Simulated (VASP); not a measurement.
# Pb (Im-3m) in VASP: further runs

Pb is run at these levels: PBEsol; tasks: single point, relaxation of cell and atoms.

Program: VASP 6.6.1. These are calculated values, not measurements. Logs are shortened: lines on timing, memory, paths and dates and some standing lists are left out, and cuts for length are marked.

### Step 1. The cell of the first run

It takes space group Im-3m (No. 229, cubic). Conventional cell: a = 3.934 Å, b = 3.934 Å, c = 3.934 Å, α = 90.00°, β = 90.00°, γ = 90.00°. Within 4.5 Å of Pb (site symmetry m-3m) lie 14 Pb at 3.41 to 3.93 Å.

This isn't the form of Pb at room conditions, which is fcc.

### Step 2. Single point, PBEsol

INCAR

```
  ALGO = Normal
  EDIFF = 1E-6
  ENCUT = 520
  GGA = PS
  ISIF = 2
  ISMEAR = 1
  LASPH = True
  LCHARG = False
  LREAL = False
  LWAVE = False
  NBANDS = 21
  NELM = 80
  PREC = Accurate
  SIGMA = 0.05
```

KPOINTS

```
k-points
0
Gamma
  5 5 5
```

POSCAR

```
Pb
1.0
    3.9336475178      0.0000000000      0.0000000000
    0.0000000000      3.9336475178      0.0000000000
    0.0000000000      0.0000000000      3.9336475178
Pb
2
Direct
    0.0000000000      0.0000000000      0.0000000000
    0.5000000000      0.5000000000      0.5000000000
```

Potentials or basis: VASP PAW PBE potentials, release 64 (Pb_d).

The run is started by

```sh
> cat potpaw_PBE.64/Pb_d/POTCAR > POTCAR
> mpirun -np 1 vasp_std > vasp.out
```

OUTCAR:

```text
EDIFF = 1E-6
   ENCUT = 520
   GGA = PS
   ISIF = 2
   ISMEAR = 1
   LASPH = True
   LREAL = False
   NELM = 80
   PREC = Accurate

 ion  position               nearest neighbor table
   1  0.000  0.000  0.000-   2 3.41   2 3.41   2 3.41   2 3.41   2 3.41   2 3.41   2 3.41   2 3.41

   2  0.500  0.500  0.500-   1 3.41   1 3.41   1 3.41   1 3.41   1 3.41   1 3.41   1 3.41   1 3.41

  LATTYP: Found a simple cubic cell.
 ALAT       =     3.9336475178

  Lattice vectors:

 A1 = (   3.9336475178,   0.0000000000,   0.0000000000)
 A2 = (   0.0000000000,   3.9336475178,   0.0000000000)
 A3 = (   0.0000000000,   0.0000000000,   3.9336475178)

Analysis of symmetry for initial positions (statically):
=====================================================================
 Subroutine PRICEL returns following result:

  LATTYP: Found a body centered cubic cell.
 ALAT       =     3.9336475178

  Lattice vectors:

 A1 = (   1.9668237589,   1.9668237589,  -1.9668237589)
 A2 = (  -1.9668237589,   1.9668237589,   1.9668237589)
 A3 = (   1.9668237589,  -1.9668237589,   1.9668237589)

   2 primitive cells build up your supercell.

 Routine SETGRP: Setting up the symmetry group for a
 simple cubic supercell.

 Subroutine GETGRP returns: Found 48 space group operations
 (whereof 48 operations were pure point group operations)
 out of a pool of 48 trial point group operations.

The static configuration has the point symmetry O_h .

Analysis of symmetry for dynamics (positions and initial velocities):
=====================================================================
 Subroutine PRICEL returns following result:

  LATTYP: Found a body centered cubic cell.
 ALAT       =     3.9336475178

  Lattice vectors:

 A1 = (   1.9668237589,   1.9668237589,  -1.9668237589)
 A2 = (  -1.9668237589,   1.9668237589,   1.9668237589)
 A3 = (   1.9668237589,  -1.9668237589,   1.9668237589)

   2 primitive cells build up your supercell.

 Routine SETGRP: Setting up the symmetry group for a
 simple cubic supercell.

 Subroutine GETGRP returns: Found 48 space group operations
 (whereof 48 operations were pure point group operations)
 out of a pool of 48 trial point group operations.

The dynamic configuration has the point symmetry O_h .

 Subroutine INISYM returns: Found 48 space group operations
 (whereof 48 operations are pure point group operations),
 and found     2 'primitive' translations

----------------------------------------------------------------------------------------

                                     Primitive cell

  volume of cell :      30.4338

  direct lattice vectors                    reciprocal lattice vectors
     1.966823759  1.966823759 -1.966823759     0.254216982  0.254216982  0.000000000
    -1.966823759  1.966823759  1.966823759    -0.000000000  0.254216982  0.254216982
     1.966823759 -1.966823759  1.966823759     0.254216982  0.000000000  0.254216982

  length of vectors
     3.406638680  3.406638680  3.406638680     0.359517104  0.359517104  0.359517104

  position of ions in fractional coordinates (direct lattice)
     0.000000000  0.000000000  0.000000000

  ion indices of the primitive-cell ions
   primitive index   ion index
                 1           1

----------------------------------------------------------------------------------------

 KPOINTS: k-points

Automatic generation of k-mesh.
 Grid dimensions read from file:
 generate k-points for:    5    5    5

 Generating k-lattice:

  Cartesian coordinates                     Fractional coordinates (reciprocal lattice)
     0.050843396  0.000000000  0.000000000     0.200000000  0.000000000  0.000000000
     0.000000000  0.050843396  0.000000000     0.000000000  0.200000000  0.000000000
     0.000000000  0.000000000  0.050843396     0.000000000  0.000000000  0.200000000

  Length of vectors
     0.050843396  0.050843396  0.050843396

  Shift w.r.t. Gamma in fractional coordinates (k-lattice)
     0.000000000  0.000000000  0.000000000

 Subroutine IBZKPT returns following result:
 ===========================================

 Found     10 irreducible k-points:

 Following reciprocal coordinates:
            Coordinates               Weight
  0.000000  0.000000  0.000000      1.000000
  0.200000  0.000000  0.000000      6.000000
  0.400000  0.000000  0.000000      6.000000
  0.200000  0.200000  0.000000     12.000000
  0.400000  0.200000  0.000000     24.000000
  0.400000  0.400000  0.000000     12.000000
  0.200000  0.200000  0.200000      8.000000
  0.400000  0.200000  0.200000     24.000000
  0.400000  0.400000  0.200000     24.000000
  0.400000  0.400000  0.400000      8.000000
   k-points           NKPTS =     10   k-points in BZ     NKDIM =     10   number of bands    NBANDS=     21
   number of dos      NEDOS =    301   number of ions     NIONS =      2
   total plane-waves  NPLWV =  27000
   dimension x,y,z NGX =    30 NGY =   30 NGZ =   30
   dimension x,y,z NGXF=    60 NGYF=   60 NGZF=   60
   ions per type =               2
   NGX,Y,Z   is equivalent  to a cutoff of  12.68, 12.68, 12.68 a.u.
   NGXF,Y,Z  is equivalent  to a cutoff of  25.36, 25.36, 25.36 a.u.
 SYSTEM =  unknown system
   PREC   = accura    normal or accurate (medium, high low for compatibility)
   ISTART =      0    job   : 0-new  1-cont  2-samecut
   ICHARG =      2    charge: 1-file 2-atom 10-const
   ISPIN  =      1    spin polarized calculation?
   LNONCOLLINEAR =      F non collinear calculations
   LSORBIT =      F    spin-orbit coupling
   LASPH  =      T    aspherical Exc in radial PAW
   ENCUT  =  520.0 eV  38.22 Ry    6.18 a.u.   7.31  7.31  7.31*2*pi/ulx,y,z
   NELM   =     80;   NELMIN=  2; NELMDL= -5     # of ELM steps
   EDIFF  = 0.1E-05   stopping-criterion for ELM
   LREAL  =      F    real-space projection
   EDIFFG = 0.1E-04   stopping-criterion for IOM
   NSW    =      0    number of steps for IOM
   IBRION =     -1    ionic relax: 0-MD 1-quasi-New 2-CG
   NFREE  =      0    steps in history (QN), initial steepest desc. (CG)
   ISIF   =      2    stress and relaxation
   ISYM   =      2    0-nonsym 1-usesym 2-fastsym
   POTIM  = 0.5000    time-step for ionic-motion
   TEBEG  =    0.0;   TEEND  =   0.0 temperature during run
   PSTRESS=    0.0 pullay stress
   NELECT =      28.0000    total number of electrons
   NUPDOWN=      -1.0000    fix difference up-down
   EMIN   =  10.00;   EMAX   =-10.00  energy-range for DOS
   EFERMI =   0.00;   METHOD = LEGACY
   ISMEAR =     1;   SIGMA  =   0.05  broadening in eV -4-tet -1-fermi 0-gaus
   EFERMI_NEDOS =   21; number of points for ismear=-14 and -15
   IALGO  =     38    algorithm
   IMIX   =      4    mixing-type and parameters
     AMIX     =   0.40;   BMIX     =  1.00
     AMIX_MAG =   1.60;   BMIX_MAG =  1.00
  volume/ion in A,a.u.               =      30.43       205.38
  Fermi-wavevector in a.u.,A,eV,Ry     =   1.263762  2.388164 21.729799  1.597095
  Thomas-Fermi vector in A             =   2.397102
   LORBIT       =      0    0 simple, 1 ext, 2 COOP (PROOUT), +10 PAW based schemes
   GGA     = PS    functional components
   LHFCALC =     F    Hartree Fock is set to
   AEXX    =    0.0000 exact exchange contribution
   IVDW    =     0    specifies the selected vdW correction
   LEPSILON=     F    determine dielectric tensor
   LRPA    =     F    only Hartree local field effects (RPA)
 non-spin polarized calculation
 Methfessel and Paxton  Order N= 1 SIGMA  =   0.05
  energy-cutoff  :      520.00
  volume of cell :       60.87
 maximum number of plane-waves:      1651
 NGX is ok and might be reduce to    30
   NGX = 15   NGY = 15   NGZ = 15

 number of electron      27.9999989 magnetization

 Free energy of the ion-electron system (eV)
  ---------------------------------------------------
  ext. energy  EPLUGINS =         0.00000000
  ---------------------------------------------------
  free energy    TOTEN  =        -7.82339206 eV

  energy without entropy =       -7.82320825  energy(sigma->0) =       -7.82333079

 E-fermi :   6.8728     XC(G=0): -10.3241

 val. band max:        6.8502032640   @ k =   0.4000   0.2000   0.0000
 cond. band min:       7.1894385509   @ k =   0.2000   0.0000   0.0000
 fundamental gap:      0.3392352869
 Fermi energy:         6.8728436324

 k-point     1 :       0.0000    0.0000    0.0000
  band No.  band energies     occupation
      1     -10.0226      2.00000
      2     -10.0226      2.00000
      3      -9.9671      2.00000
      4      -9.9671      2.00000
      5      -9.9671      2.00000
      6      -9.7261      2.00000
[... 13 lines left out ...]
     20      14.6730      0.00000
     21      18.1634      0.00000

 k-point     2 :       0.2000    0.0000    0.0000
  band No.  band energies     occupation
      1      -9.9933      2.00000
      2      -9.9660      2.00000
      3      -9.9452      2.00000
      4      -9.9452      2.00000
      5      -9.9337      2.00000
      6      -9.7535      2.00000
[... 13 lines left out ...]
     20      13.8135      0.00000
     21      16.3036      0.00000

 k-point     3 :       0.4000    0.0000    0.0000
  band No.  band energies     occupation
      1      -9.9177      2.00000
      2      -9.8770      2.00000
      3      -9.8770      2.00000
      4      -9.8460      2.00000
      5      -9.8441      2.00000
      6      -9.8261      2.00000
[... 13 lines left out ...]
     20      14.2231      0.00000
     21      18.2258      0.00000
[... 121 lines left out ...]
 k-point     9 :       0.4000    0.4000    0.2000
  band No.  band energies     occupation
      1     -10.0167      2.00000
      2     -10.0136      2.00000
      3      -9.9357      2.00000
      4      -9.9002      2.00000
      5      -9.7637      2.00000
      6      -9.7452      2.00000
[... 13 lines left out ...]
     20      17.7732      0.00000
     21      18.7905      0.00000

 k-point    10 :       0.4000    0.4000    0.4000
  band No.  band energies     occupation
      1      -9.9835      2.00000
      2      -9.9323      2.00000
      3      -9.9323      2.00000
      4      -9.8094      2.00000
      5      -9.8094      2.00000
      6      -9.7344      2.00000
[... 13 lines left out ...]
     20      21.1391      0.00000
     21      21.1391      0.00000

------------------------ aborting loop because EDIFF is reached ----------------------------------------

  FORCE on cell =-STRESS in cart. coord.  units (eV):
  Direction    XX          YY          ZZ          XY          YZ          ZX
  --------------------------------------------------------------------------------------
  -------------------------------------------------------------------------------------
  Total       -0.0041236     -0.0041236     -0.0041236      0.0000000      0.0000000     -0.0000000
  in kB       -0.1085438     -0.1085438     -0.1085438      0.0000000      0.0000000     -0.0000000
  external PRESSURE =      -0.1085438 kB  Pullay stress =       0.0000000 kB

 VOLUME and BASIS-vectors are now :
 -----------------------------------------------------------------------------
  energy-cutoff  :      520.00
  volume of cell :       60.87
      direct lattice vectors                 reciprocal lattice vectors
     3.933647518  0.000000000  0.000000000     0.254216982  0.000000000  0.000000000
     0.000000000  3.933647518  0.000000000     0.000000000  0.254216982  0.000000000
     0.000000000  0.000000000  3.933647518     0.000000000  0.000000000  0.254216982

 POSITION                                       TOTAL-FORCE (eV/Angst)
 -----------------------------------------------------------------------------------
      0.00000      0.00000      0.00000         0.000000      0.000000      0.000000
      1.96682      1.96682      1.96682        -0.000000     -0.000000     -0.000000
 -----------------------------------------------------------------------------------
    total drift:                                0.000000      0.000000      0.000000

  FREE ENERGIE OF THE ION-ELECTRON SYSTEM (eV)
  ---------------------------------------------------
  free  energy   TOTEN  =        -7.8233920588 eV

  energy  without entropy=       -7.8232082510  energy(sigma->0) =       -7.82333079
```

Wall time 16 s (1 thread of Intel Xeon 8259CL, shared host); peak memory 0.16 GiB.

Results:

```
Free energy            : -7.8234 eV
Pressure               : 0.0 GPa
Band gap on the k mesh : zero (bands 14 and 15 overlap by 3.44 eV)
```

Caveat: the PAW data sets were made with another functional, which shifts forces and pressure a little; spin-orbit coupling is left out, which moves the levels of the heavy elements.

### Step 3. Single point, PBEsol

INCAR

```
SYSTEM = Pb
PREC = Accurate ; ENCUT = 520
EDIFF = 1E-6 ; ISMEAR = 1
SIGMA = 0.05 ; LREAL = .FALSE.
LASPH = .TRUE. ; NELM = 100
ALGO = Normal ; ISIF = 2
LWAVE = .FALSE. ; LCHARG = .FALSE.
GGA = PS ; NBANDS = 21
```

KPOINTS

```
Automatic mesh
0
G
  5 5 5
  0 0 0
```

POSCAR is that of step 2.

Potentials or basis: VASP PAW PBE potentials, release 64 (Pb_d).

The run is started by

```sh
> cat potpaw_PBE.64/Pb_d/POTCAR > POTCAR
> mpirun -np 1 vasp_std > vasp.out
```

Run time: 16 s. Hardware: 1 thread of Intel Xeon 8259CL, shared host; peak memory 0.17 GiB.

Results (log left out):

```yaml
Free_energy: -7.8234 eV
Pressure: 0.0 GPa
Band_gap_on_the_k_mesh: zero (bands 14 and 15 overlap by 3.44 eV)
```

Levels at points of the mesh, in eV from the Fermi level:
```tsv
k point	band 10	band 11	band 12	band 13	band 14	band 15	band 16	band 17	band 18	band 19
(0.00, 0.00, 0.00)	-16.49	-11.55	-4.98	-0.19	-0.19	-0.19	4.75	4.75	7.80	7.80
```

Caveat: the PAW data sets were made with another functional, which shifts forces and pressure a little; spin-orbit coupling is left out, which moves the levels of the heavy elements.

### Step 4. Relaxation of cell and atoms, PBEsol

This run uses another cell than the first one, of 30.35 Å³/atom.

INCAR

```
SYSTEM = Pb
  ALGO = Normal
  EDIFF = 1E-6
  EDIFFG = -0.02
  ENCUT = 600
  GGA = PS
  IBRION = 2
  ISIF = 3
  ISMEAR = 1
  LASPH = .True.
  LCHARG = .False.
  LREAL = .False.
  LWAVE = .False.
  NELM = 100
  NSW = 80
  PREC = Accurate
  SIGMA = 0.05
```

KPOINTS

```
k-points
0
Gamma
  5 5 5
  0 0 0
```

POSCAR

```
Pb
1.0
    3.9300000000      0.0000000000      0.0000000000
    0.0000000000      3.9300000000      0.0000000000
    0.0000000000      0.0000000000      3.9300000000
Pb
2
Direct
    0.0000000000      0.0000000000      0.0000000000
    0.5000000000      0.5000000000      0.5000000000
```

The run is started by

```sh
> cat potpaw_PBE.64/Pb_d/POTCAR > POTCAR
> mpirun -np 1 vasp_std > vasp.out
```

Run time: 27 s. Hardware: 1 thread of Intel Xeon 8259CL, shared host; peak memory 0.18 GiB.

The run converged. Its results:

```
Free energy                           : -7.8235 eV
Relaxed volume                        : 30.51 Å³/atom
Relaxed cell                          : a = 3.937 Å, b = 3.937 Å, c = 3.937 Å, α = 90.00°, β = 90.00°, γ = 90.00°
Space group after relaxing (to 0.1 Å) : Im-3m (No. 229)
Energy gained by relaxing             : 0.1 meV/atom
Ionic steps                           : 2
Pressure after relaxing               : -0.1 GPa
Band gap on the k mesh                : zero (bands 14 and 15 overlap by 3.43 eV)
```

Step by step:
```csv
step,energy change (eV),largest force (eV/Å),pressure (GPa),volume (Å³)
1,0.0000,0.0000,0.20,60.70
2,-0.0001,0.0000,-0.07,61.03
```

Final structure:
```xyz
2
Lattice="3.9371 0.0000 0.0000 0.0000 3.9371 0.0000 0.0000 0.0000 3.9371" Properties=species:S:1:pos:R:3 pbc="T T T"
Pb    3.9371    0.0000    3.9371
Pb    1.9685    1.9685    1.9685
```

Levels at points of the mesh, in eV from the Fermi level:
| k point | band 10 | band 11 | band 12 | band 13 | band 14 | band 15 | band 16 | band 17 | band 18 |
| --- | --- | --- | --- | --- | --- | --- | --- | --- | --- |
| (0.00, 0.00, 0.00) | -16.49 | -11.53 | -4.99 | -0.18 | -0.18 | -0.18 | 4.75 | 4.75 | 7.78 |

Caveat: the PAW data sets were made with another functional, which shifts forces and pressure a little; spin-orbit coupling is left out, which moves the levels of the heavy elements.

### Step 5. Relaxation of cell and atoms, PBEsol

INCAR

```
PREC = Accurate ; ENCUT = 600
EDIFF = 1E-6 ; ISMEAR = 1
SIGMA = 0.05 ; LREAL = False
LASPH = True ; NELM = 60
ALGO = Normal ; ISIF = 3
LWAVE = False ; LCHARG = False
GGA = PS ; IBRION = 2
NSW = 80 ; EDIFFG = -0.02
```

KPOINTS

```
Automatic mesh
0
Gamma
  5 5 5
```

POSCAR

```
Pb
1.0
    3.9336475178      0.0000000000      0.0000000000
    0.0000000000      3.9336475178      0.0000000000
    0.0000000000      0.0000000000      3.9336475178
Pb
2
Direct
    0.0000000000      0.0000000000      0.0000000000
    0.5000000000      0.5000000000      0.5000000000
```

The run is started by

```sh
> cat potpaw_PBE.64/Pb_d/POTCAR > POTCAR
> mpirun -np 1 vasp_std > vasp.out
```

Run time: 17 s. Hardware: 1 thread of Intel Xeon 8259CL, shared host; peak memory 0.17 GiB.

The run converged. Its results:

```
Free energy             : -7.8236 eV
Pressure after relaxing : 0.1 GPa
Band gap on the k mesh  : zero (bands 14 and 15 overlap by 3.44 eV)
```

Final structure:
```
CELL_PARAMETERS angstrom
3.93365 0.00000 0.00000
0.00000 3.93365 0.00000
0.00000 0.00000 3.93365
ATOMIC_POSITIONS crystal
Pb 0.00000 0.00000 0.00000
Pb 0.50000 0.50000 0.50000
```

Levels at points of the mesh, in eV from the Fermi level:
```tsv
k point	band 10	band 11	band 12	band 13	band 14	band 15	band 16	band 17	band 18
(0.00, 0.00, 0.00)	-16.49	-11.55	-4.98	-0.19	-0.19	-0.19	4.75	4.75	7.80
```

Caveat: the relaxation stopped at its first step, so nothing moved; the PAW data sets were made with another functional, which shifts forces and pressure a little; spin-orbit coupling is left out, which moves the levels of the heavy elements.

### Step 6. The runs side by side

| task | cell | cutoff (eV) | gap on the mesh (eV) | pressure (GPa) |
| --- | --- | --- | --- | --- |
| single point | a = 3.934 Å, 2 atoms | 520 | none | 0.0 |
| relaxation of cell and atoms | relaxed from a = 3.930 Å, 2 atoms | 600 | none | -0.1 |
| relaxation of cell and atoms | relaxed from a = 3.934 Å, 2 atoms | 600 | none | 0.1 |

Alike in all rows: level PBEsol; potentials or basis VASP PAW PBE potentials, release 64 (Pb_d); no spin polarisation; k mesh 5 × 5 × 5; smearing methfessel-paxton 0.05 eV.

Caveats: the PAW data sets were made with another functional, which shifts forces and pressure a little; spin-orbit coupling is left out, which moves the levels of the heavy elements; the relaxation stopped at its first step, so nothing moved (at least some runs).

Absolute energies hang on the potentials; compare differences alone.
